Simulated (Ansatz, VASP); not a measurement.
**One calculation of KCl, two programs**

```xyz
4
Lattice="0.0000 -3.1207 -2.9750 -3.1207 0.0000 -2.9750 3.1207 3.1207 -5.9499" Properties=species:S:1:pos:R:3 pbc="T T T"
K     0.0000    0.0000   -5.9499
K    -3.1207    0.0000   -2.9750
Cl    0.0000    0.0000   -8.9249
Cl    0.0000    0.0000   -2.9750
```

Change from the starting cell: mode 7 frozen in at +0.000 Å, normal strain along z -0.0467.

Alike in both runs: task single point; functional PBEsol; k mesh 6 × 6 × 6; occupations gaussian, width 0.05 eV; no spin polarisation.

|  | VASP | Ansatz |
| --- | --- | --- |
| version | VASP 6.6.1 | Ansatz 0.2.0 |
| potentials or method | VASP PAW PBE potentials, release 64 (K_sv, Cl), cutoff 520 eV | scalar-relativistic, plane waves, PAW |
| valence electrons in the cell | 32 | 32 |

|  | VASP | Ansatz | Ansatz less VASP |
| --- | --- | --- | --- |
| gap on the k mesh at the Fermi level (eV) | 5.21 | 5.22 | +0.005 |
| least direct gap on the mesh (eV) | 5.21 | 5.22 | +0.005 |
| pressure (GPa) | 1.2 | 1.2 | -0.07 |
| traceless stress, the component that is largest in VASP (GPa) | 1.74 | 1.70 | -0.039 |

VASP's potentials were made for PBE, not for PBEsol.
